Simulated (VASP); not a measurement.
# CdF2 (I4/mmm) in VASP: further runs, part 2 of 2

VASP 6.6.1. Earlier steps stand in the parts before.

## Step 4: Single point, LDA (strain -0.0750 x Voigt [1, 0, 0, 0, 0, 0])

File INCAR:

```
SYSTEM = CdF2
ALGO = Normal ; EDIFF = 1E-6
ENCUT = 520 ; ISIF = 2
ISMEAR = 0 ; LASPH = .TRUE.
LCHARG = .FALSE. ; LREAL = .FALSE.
LWAVE = .FALSE. ; NBANDS = 20
NELM = 60 ; PREC = Accurate
SIGMA = 0.05
```

File KPOINTS:

```
k-points
0
G
  8 8 8
  0 0 0
```

File POSCAR:

```
CdF2
1.0
    0.0000000000      2.6940000000      2.6940000000
    2.4919500000      0.0000000000      2.6940000000
    2.4919500000      2.6940000000      0.0000000000
Cd F
1 2
Direct
    0.0000000000      0.0000000000      0.0000000000
    0.2500000000      0.2500000000      0.2500000000
    0.7500000000      0.7500000000      0.7500000000
```

Potentials or basis: VASP PAW LDA potentials, release 64 (Cd, F).

On the command line:

```
$ cat potpaw_LDA.64/Cd/POTCAR potpaw_LDA.64/F/POTCAR > POTCAR
$ mpirun -np 1 vasp_std > vasp.out
```

OUTCAR:

```text
SYSTEM = CdF2
   EDIFF = 1E-6
   ENCUT = 520
   ISIF = 2
   ISMEAR = 0
   LASPH = .TRUE.
   LREAL = .FALSE.
   NELM = 60
   PREC = Accurate

 ion  position               nearest neighbor table
   1  0.000  0.000  0.000-   3 2.28   3 2.28   2 2.28   3 2.28   2 2.28   2 2.28   3 2.28   2 2.28

   2  0.250  0.250  0.250-   1 2.28   1 2.28   1 2.28   1 2.28
   3  0.750  0.750  0.750-   1 2.28   1 2.28   1 2.28   1 2.28

  LATTYP: Found a body centered tetragonal cell.
 ALAT       =     3.8098913370
 C/A-ratio  =     1.3081475452

  Lattice vectors:

 A1 = (  -2.4919500000,   0.0000000000,  -2.6940000000)
 A2 = (  -2.4919500000,   0.0000000000,   2.6940000000)
 A3 = (   2.4919500000,   2.6940000000,   0.0000000000)

Analysis of symmetry for initial positions (statically):
=====================================================================
 Subroutine PRICEL returns:
 Original cell was already a primitive cell.

 Routine SETGRP: Setting up the symmetry group for a
 body centered tetragonal supercell.

 Subroutine GETGRP returns: Found 16 space group operations
 (whereof 16 operations were pure point group operations)
[... 165 lines left out ...]

 E-fermi :  -0.5986     XC(G=0): -11.5579

 val. band max:       -0.8883954545   @ k =  -0.3750   0.5000   0.1250
 cond. band min:       2.0018866601   @ k =   0.0000   0.0000   0.0000
 fundamental gap:      2.8902821146
 Fermi energy:        -0.5986282524

 k-point     1 :       0.0000    0.0000    0.0000
  band No.  band energies     occupation
      1     -21.9367      2.00000
      2     -20.4662      2.00000
      3      -6.9614      2.00000
      4      -6.9614      2.00000
      5      -6.9599      2.00000
      6      -5.3717      2.00000
[... 541 lines left out ...]
     19      16.9814      0.00000
     20      20.6158      0.00000

 [... further k-points ...]

------------------------ aborting loop because EDIFF is reached ----------------------------------------

  FORCE on cell =-STRESS in cart. coord.  units (eV):
  Direction    XX          YY          ZZ          XY          YZ          ZX
  --------------------------------------------------------------------------------------
  -------------------------------------------------------------------------------------
  Total        2.5603617      0.4060329      0.4060329      0.0000000      0.0000000     -0.0000000
  in kB      113.4089705     17.9848679     17.9848679      0.0000000      0.0000000     -0.0000000
  external PRESSURE =      49.7929021 kB  Pullay stress =       0.0000000 kB

 VOLUME and BASIS-vectors are now :
 -----------------------------------------------------------------------------
  energy-cutoff  :      520.00
  volume of cell :       36.17
      direct lattice vectors                 reciprocal lattice vectors
     0.000000000  2.694000000  2.694000000    -0.200646080  0.185597624  0.185597624
     2.491950000  0.000000000  2.694000000     0.200646080 -0.185597624  0.185597624
     2.491950000  2.694000000  0.000000000     0.200646080  0.185597624 -0.185597624

 POSITION                                       TOTAL-FORCE (eV/Angst)
 -----------------------------------------------------------------------------------
      0.00000      0.00000      0.00000         0.000000      0.000000     -0.000000
      1.24598      1.34700      1.34700        -0.000000      0.000000      0.000000
      3.73793      4.04100      4.04100         0.000000      0.000000      0.000000
 -----------------------------------------------------------------------------------
    total drift:                                0.000000      0.000000      0.000000

  FREE ENERGIE OF THE ION-ELECTRON SYSTEM (eV)
  ---------------------------------------------------
  free  energy   TOTEN  =       -12.6572791150 eV

  energy  without entropy=      -12.6572791150  energy(sigma->0) =      -12.65727911
```

stdout:

```text
POSCAR found type information on POSCAR CdF
 POSCAR found :  2 types and       3 ions
 scaLAPACK will be used
 LDA part: xc-table for (Slater(with rela. corr.)+CA(PZ))
 , standard interpolation
 POSCAR, INCAR and KPOINTS ok, starting setup
 FFT: planning ... GRIDC
 FFT: planning ... GRID_SOFT
 FFT: planning ... GRID
 WAVECAR not read
 entering main loop
```

Wall time 20 s (1 thread of Intel Xeon Platinum 8488C (Sapphire Rapids), shared host); peak memory 0.16 GiB.

What came out:

```
Free energy            : -12.6573 eV
Pressure               : 5.0 GPa
Band gap on the k mesh : 2.89 eV, indirect (least direct gap 3.31 eV)
```

Levels at points of the mesh, in eV from the valence-band top:
```tsv
k point	band 9	band 10	band 11	band 12	band 13	band 14	band 15	band 16	band 17	band 18
(0.00, 0.00, 0.00)	-1.58	-0.81	-0.70	-0.42	-0.42	2.89	12.46	12.61	12.61	17.72
(0.50, 0.00, 0.00)	-2.84	-2.42	-2.21	-0.47	-0.44	7.37	8.81	14.37	15.04	17.75
(0.50, 0.50, 0.00)	-3.40	-3.39	-0.93	-0.29	-0.01	8.28	9.63	11.48	14.17	15.08
(0.00, 0.50, 0.50)	-3.71	-3.17	-0.41	-0.27	-0.27	7.98	9.53	11.65	14.21	14.21
```

Caveat: the cell differs from its parent crystal (strain -0.0750 x Voigt [1, 0, 0, 0, 0, 0]). A k mesh can miss the band edges.

## Step 5: Single point, LDA (strain -0.0375 x Voigt [1, 0, 0, 0, 0, 0])

File INCAR:

```
  PREC = Accurate
  ENCUT = 520
  EDIFF = 1E-6
  ISMEAR = 0
  SIGMA = 0.05
  LREAL = False
  LASPH = True
  NELM = 100
  ALGO = Normal
  ISIF = 2
  LWAVE = False
  LCHARG = False
  NBANDS = 20
```

File KPOINTS:

```
Automatic mesh
0
Gamma
  8 8 8
```

File POSCAR:

```
CdF2
1.0
    0.0000000000      2.6940000000      2.6940000000
    2.5929750000      0.0000000000      2.6940000000
    2.5929750000      2.6940000000      0.0000000000
Cd F
1 2
Direct
    0.0000000000      0.0000000000      0.0000000000
    0.2500000000      0.2500000000      0.2500000000
    0.7500000000      0.7500000000      0.7500000000
```

On the command line:

```
$ cat potpaw_LDA.64/Cd/POTCAR potpaw_LDA.64/F/POTCAR > POTCAR
$ mpirun -np 1 vasp_std > vasp.out
```

Run time: 26 s. Hardware: 1 thread of Intel Xeon Platinum 8488C (Sapphire Rapids), shared host; peak memory 0.16 GiB.

Results (log left out):

```yaml
Free_energy: -12.7235 eV
Pressure: -0.4 GPa
Band_gap_on_the_k_mesh: 2.88 eV, indirect (least direct gap 3.31 eV)
```

Stress tensor (GPa, compression positive):
```
 2.58  0.00  0.00
 0.00 -1.85  0.00
 0.00  0.00 -1.85
```

Levels at points of the mesh, in eV from the valence-band top:
```csv
k point,band 11,band 12,band 13,band 14,band 15,band 16
"(0.00, 0.00, 0.00)",-0.55,-0.43,-0.43,2.88,12.40,12.48
"(0.50, 0.00, 0.00)",-2.03,-0.40,-0.38,7.19,8.85,14.28
"(0.50, 0.50, 0.00)",-0.70,-0.17,-0.04,8.05,9.53,11.49
"(0.00, 0.50, 0.50)",-0.46,-0.16,-0.16,7.94,9.45,11.53
```

Caveat: the cell differs from its parent crystal (strain -0.0375 x Voigt [1, 0, 0, 0, 0, 0]).

## Step 6: Overview

| cell | gap on the mesh (eV) | pressure (GPa) |
| --- | --- | --- |
| a = 3.810, b = 3.536, c = 3.536 Å, angles 65.2, 57.4, 57.4°, 3 atoms | 2.62 | 20.4 |
| a = 3.810, b = 3.602, c = 3.602 Å, angles 63.9, 58.1, 58.1°, 3 atoms | 2.81 | 11.8 |
| a = 3.810, b = 3.670, c = 3.670 Å, angles 62.5, 58.7, 58.7°, 3 atoms | 2.89 | 5.0 |
| a = 3.810, b = 3.739, c = 3.739 Å, angles 61.3, 59.4, 59.4°, 3 atoms | 2.88 | -0.4 |

Alike in all rows: task single point; level LDA; potentials or basis VASP PAW LDA potentials, release 64 (Cd, F); no spin polarisation; k mesh 8 × 8 × 8; cutoff (eV) 520; smearing gaussian 0.05 eV.

Absolute energies hang on the potentials; compare differences alone.
